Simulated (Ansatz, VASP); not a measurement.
Sb: VASP beside Ansatz

```
Sb
1.0
     0.00000    2.30844    2.30844
     2.30844    0.00000    2.30844
     2.30844    2.30844    0.00000
Sb
1
Direct
  0.00000 0.00000 0.00000
```

Change from the starting cell: volume scaled by 0.895, to set the pressure.

Alike in both runs: task single point; functional PBE; k mesh 14 × 14 × 14; occupations fermi-dirac, width 0.1 eV; no spin polarisation.

|  | VASP | Ansatz |
| --- | --- | --- |
| version | VASP 6.6.1 | Ansatz 0.2.0 |
| potentials or method | VASP PAW PBE potentials, release 64 (Sb) | PAW with Ansatz's default frozen-core files, scalar-relativistic |
| plane-wave cutoff (eV) | 500 | 420 |
| valence electrons in the cell | 5 | 15 |

|  | VASP | Ansatz | Ansatz less VASP |
| --- | --- | --- | --- |
| pressure (GPa) | 8.2 | 8.4 | +0.13 |

VASP's potentials hold 5 valence electrons a cell and Ansatz's 15, so a difference there can come from the potentials and not from the codes.

Spin-orbit coupling is off throughout.
